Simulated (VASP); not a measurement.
# Pb (Im-3m) in VASP: a series of runs

Pb is run at these levels: PBE, PBEsol; tasks: elastic constants.

All numbers are computed with VASP 6.6.1; they aren't measurements. Logs are shortened: lines on timing, memory, paths and dates and some standing lists are left out, and cuts for length are marked.

### 1 The cell of the first run

Symmetry: Im-3m, No. 229, cubic system. The conventional cell has a = 3.959 Å, b = 3.959 Å, c = 3.959 Å, α = 90.00°, β = 90.00°, γ = 90.00°. Within 4.5 Å of Pb (site symmetry m-3m) lie 14 Pb at 3.43 to 3.96 Å.

This isn't the form of Pb at room conditions, which is fcc.

### 2 Elastic constants, PBE

File INCAR:

```
SYSTEM = Pb
ALGO     = Normal         ! electronic algorithm
EDIFF    = 1E-8           ! SCF threshold, eV
ENCUT    = 600            ! plane-wave cutoff, eV
GGA      = PE             ! functional
IBRION   = 6              ! ionic algorithm
ISIF     = 3              ! what is computed and relaxed
ISMEAR   = -1             ! smearing method
LASPH    = .True.         ! aspherical terms in the spheres
LCHARG   = .False.        ! write CHGCAR
LREAL    = .False.        ! projectors in reciprocal space
LWAVE    = .False.        ! write WAVECAR
NBANDS   = 13             ! bands
NELM     = 60             ! most SCF steps
NFREE    = 2            
NSW      = 1              ! ionic steps
POTIM    = 0.015          ! step
PREC     = Accurate       ! precision mode
SIGMA    = 0.05           ! smearing width, eV
```

File KPOINTS:

```
k-points
0
Gamma
  7 7 7
  0 0 0
```

File POSCAR:

```
Pb
1.0
   -1.9796595667      1.9796595667      1.9796595667
    1.9796595667     -1.9796595667      1.9796595667
    1.9796595667      1.9796595667     -1.9796595667
Pb
1
Direct
    0.0000000000      0.0000000000      0.0000000000
```

Potentials or basis: VASP PAW PBE potentials, release 64 (Pb_d).

Launch:

```bash
cat potpaw_PBE.64/Pb_d/POTCAR > POTCAR
mpirun -np 1 vasp_std > vasp.out
```

OUTCAR:

```text
SYSTEM = Pb
   EDIFF = 1E-8
   ENCUT = 600
   GGA = PE
   IBRION = 6
   ISIF = 3
   ISMEAR = -1
   LASPH = .True.
   LREAL = .False.
   NELM = 60
   NFREE = 2
   NSW = 1
   POTIM = 0.015
   PREC = Accurate

 ion  position               nearest neighbor table
   1  0.000  0.000  0.000-

  LATTYP: Found a body centered cubic cell.
 ALAT       =     3.9593191334

  Lattice vectors:

 A1 = (  -1.9796595667,   1.9796595667,   1.9796595667)
 A2 = (   1.9796595667,  -1.9796595667,   1.9796595667)
 A3 = (   1.9796595667,   1.9796595667,  -1.9796595667)

Analysis of symmetry for initial positions (statically):
=====================================================================
 Subroutine PRICEL returns:
 Original cell was already a primitive cell.

 Routine SETGRP: Setting up the symmetry group for a
 body centered cubic supercell.

 Subroutine GETGRP returns: Found 48 space group operations
 (whereof 48 operations were pure point group operations)
 out of a pool of 48 trial point group operations.

The static configuration has the point symmetry O_h .

Analysis of symmetry for dynamics (positions and initial velocities):
=====================================================================
 Subroutine PRICEL returns:
 Original cell was already a primitive cell.

 Routine SETGRP: Setting up the symmetry group for a
 body centered cubic supercell.

 Subroutine GETGRP returns: Found 48 space group operations
 (whereof 48 operations were pure point group operations)
 out of a pool of 48 trial point group operations.

The dynamic configuration has the point symmetry O_h .

 Subroutine INISYM returns: Found 48 space group operations
 (whereof 48 operations are pure point group operations),
 and found     1 'primitive' translations

----------------------------------------------------------------------------------------

[... 241 lines left out ...]

------------------------ aborting loop because EDIFF is reached ----------------------------------------
[... 65 lines left out ...]
--------------------------------------- Ionic step       15  -------------------------------------------

 number of electron      14.0000001 magnetization

 Free energy of the ion-electron system (eV)
  ---------------------------------------------------
  ext. energy  EPLUGINS =         0.00000000
  ---------------------------------------------------
  free energy    TOTEN  =        -3.54607882 eV

  energy without entropy =       -3.54299319  energy(sigma->0) =       -3.54453600

 E-fermi :   7.1046     XC(G=0): -10.0783

 val. band max:        7.0512038294   @ k =   0.2857   0.0000   0.0000
 cond. band min:       7.3073833263   @ k =  -0.2857   0.2857   0.1429
 fundamental gap:      0.2561794969
 Fermi energy:         7.1045874969

 k-point     1 :       0.0000    0.0000    0.0000
  band No.  band energies     occupation
      1     -10.0964      2.00000
      2     -10.0964      2.00000
      3     -10.0964      2.00000
      4      -9.8730      2.00000
      5      -9.8730      2.00000
      6      -4.5800      2.00000
      7      14.4621      0.00000
      8      14.4621      0.00000
      9      14.4621      0.00000
     10      18.1026      0.00000
     11      18.1026      0.00000
     12      18.1026      0.00000
     13      18.5453      0.00000
[... 330 lines left out ...]
  FREE ENERGIE OF THE ION-ELECTRON SYSTEM (eV)
  ---------------------------------------------------
  free  energy   TOTEN  =        -3.5460788175 eV

  energy  without entropy=       -3.5429931916  energy(sigma->0) =       -3.54453600

 INTERNAL STRAIN TENSORS FROM STRAINED CELLS
 ============================================

 INTERNAL STRAIN TENSOR FOR ION    1 for displacements in x,y,z  (eV/Angst):
          X           Y           Z          XY          YZ          ZX
  --------------------------------------------------------------------------------
  x     0.00000    -0.00000    -0.00000     0.00000    -0.00000     0.00000
  y    -0.00000     0.00000     0.00000    -0.00000     0.00000     0.00000
  z    -0.00000    -0.00000     0.00000    -0.00000     0.00000    -0.00000

 INTERNAL STRAIN TENSORS FROM DISPLACED ATOMS
 ============================================

 INTERNAL STRAIN TENSOR FOR ION    1 for displacements in x,y,z  (eV/Angst):
          X           Y           Z          XY          YZ          ZX
  --------------------------------------------------------------------------------
  x     0.00000     0.00000     0.00000     0.00000     0.00000     0.00000
  y     0.00000     0.00000     0.00000     0.00000     0.00000     0.00000
  z     0.00000     0.00000     0.00000     0.00000     0.00000     0.00000

 Eigenvectors and eigenvalues of the dynamical matrix
 ----------------------------------------------------

   1 f  =    0.000000 THz     0.000000 2PiTHz    0.000000 cm-1     0.000000 meV
             X         Y         Z           dx          dy          dz
      0.000000  0.000000  0.000000    -0.164399   -0.986394    0.000000

   2 f  =    0.000000 THz     0.000000 2PiTHz    0.000000 cm-1     0.000000 meV
             X         Y         Z           dx          dy          dz
      0.000000  0.000000  0.000000     0.986394   -0.164399    0.000000

   3 f  =    0.000000 THz     0.000000 2PiTHz    0.000000 cm-1     0.000000 meV
             X         Y         Z           dx          dy          dz
      0.000000  0.000000  0.000000     0.000000    0.000000    1.000000

--------------------------------------------------------------------------------------------------------

 ELASTIC MODULI CONTR FROM IONIC RELAXATION (kBar)
 Direction    XX          YY          ZZ          XY          YZ          ZX
 --------------------------------------------------------------------------------
 XX           0.0000      0.0000      0.0000      0.0000      0.0000      0.0000
 YY           0.0000      0.0000      0.0000      0.0000      0.0000      0.0000
 ZZ           0.0000      0.0000      0.0000      0.0000      0.0000      0.0000
 XY           0.0000      0.0000      0.0000      0.0000      0.0000      0.0000
 YZ           0.0000      0.0000      0.0000      0.0000      0.0000      0.0000
 ZX           0.0000      0.0000      0.0000      0.0000      0.0000      0.0000
 --------------------------------------------------------------------------------

 TOTAL ELASTIC MODULI (kBar)
 Direction    XX          YY          ZZ          XY          YZ          ZX
 --------------------------------------------------------------------------------
 XX         501.3496    420.8895    420.8895      0.0000      0.0000     -0.0000
 YY         420.8895    501.3496    420.8895      0.0000      0.0000     -0.0000
 ZZ         420.8895    420.8895    501.3496      0.0000      0.0000      0.0000
 XY           0.0000      0.0000      0.0000    170.7273     -0.0000      0.0000
 YZ           0.0000      0.0000      0.0000     -0.0000    170.7273      0.0000
 ZX          -0.0000     -0.0000      0.0000      0.0000      0.0000    170.7273
 --------------------------------------------------------------------------------
```

OSZICAR:

```text
N       E                     dE             d eps       ncg     rms          rms(c)
DAV:   1     0.111638457764E+03    0.11164E+03   -0.76579E+03   520   0.137E+03
DAV:   2     0.189730156792E+01   -0.10974E+03   -0.10652E+03   535   0.326E+02
DAV:   3    -0.342982396353E+01   -0.53271E+01   -0.52893E+01   643   0.761E+01
[... 174 lines left out ...]
DAV:   5    -0.354608263361E+01   -0.64538E-07   -0.68545E-06   615   0.237E-02    0.883E-03
DAV:   6    -0.354607885782E+01    0.37758E-05   -0.92452E-06   630   0.578E-02    0.565E-04
DAV:   7    -0.354607878373E+01    0.74084E-07   -0.22758E-07   802   0.619E-03    0.326E-04
DAV:   8    -0.354607882090E+01   -0.37164E-07   -0.14733E-08   345   0.234E-03    0.396E-05
DAV:   9    -0.354607881751E+01    0.33831E-08   -0.10881E-09   320   0.454E-04
  15 F= -.35460788E+01 E0= -.35445360E+01  d E =-.308563E-02
```

It took 6.1 min on 1 thread of Intel Xeon 8259CL, shared host; peak memory 0.24 GiB.

Results:

- Elastic constants C11, C12, C44: 50, 42, 17 GPa
- Voigt bulk modulus: 45 GPa

Elastic tensor in Voigt notation (GPa, in the Cartesian axes of the cell as first typed):
```
50 42 42  0  0  0
42 50 42  0  0  0
42 42 50  0  0  0
 0  0  0 17  0  0
 0  0  0  0 17  0
 0  0  0  0  0 17
```

Clamped-ion elastic tensor (GPa):
```
50 42 42  0  0  0
42 50 42  0  0  0
42 42 50  0  0  0
 0  0  0 17  0  0
 0  0  0  0 17  0
 0  0  0  0  0 17
```

Caveat: spin-orbit coupling is left out, which moves the levels of the heavy elements.

### 3 Elastic constants, PBEsol

File INCAR:

```
SYSTEM = Pb
PREC     = Accurate       ! precision mode
ENCUT    = 600            ! plane-wave cutoff, eV
EDIFF    = 1E-8           ! SCF threshold, eV
ISMEAR   = -1             ! smearing method
SIGMA    = 0.05           ! smearing width, eV
LREAL    = .FALSE.        ! projectors in reciprocal space
LASPH    = .TRUE.         ! aspherical terms in the spheres
NELM     = 60             ! most SCF steps
ALGO     = Fast           ! electronic algorithm
ISIF     = 3              ! what is computed and relaxed
LWAVE    = .FALSE.        ! write WAVECAR
LCHARG   = .FALSE.        ! write CHGCAR
GGA      = PS             ! functional
NBANDS   = 13             ! bands
IBRION   = 6              ! ionic algorithm
NFREE    = 2            
POTIM    = 0.015          ! step
NSW      = 1              ! ionic steps
```

File KPOINTS:

```
regular mesh
0
G
  7 7 7
  0 0 0
```

POSCAR is that of step 2.

Potentials or basis: VASP PAW PBE potentials, release 64 (Pb_d).

Launch:

```bash
cat potpaw_PBE.64/Pb_d/POTCAR > POTCAR
mpirun -np 1 vasp_std > vasp.out
```

It took 9.2 min on 1 thread of Intel Xeon 8259CL, shared host; peak memory 0.22 GiB.

Results (log left out):

```yaml
Elastic_constants_C11_C12_C44: 47, 40, 15 GPa
Voigt_bulk_modulus: 42 GPa
```

Elastic tensor in Voigt notation (GPa, in the Cartesian axes of the cell as first typed):
```
47 40 40  0  0  0
40 47 40  0  0  0
40 40 47  0  0  0
 0  0  0 15  0  0
 0  0  0  0 15  0
 0  0  0  0  0 15
```

Clamped-ion elastic tensor (GPa):
```
47 40 40  0  0  0
40 47 40  0  0  0
40 40 47  0  0  0
 0  0  0 15  0  0
 0  0  0  0 15  0
 0  0  0  0  0 15
```

Caveat: the cell is under stress, which shifts elastic constants; the PAW data sets were made with another functional, which shifts forces and pressure a little; spin-orbit coupling is left out, which moves the levels of the heavy elements.
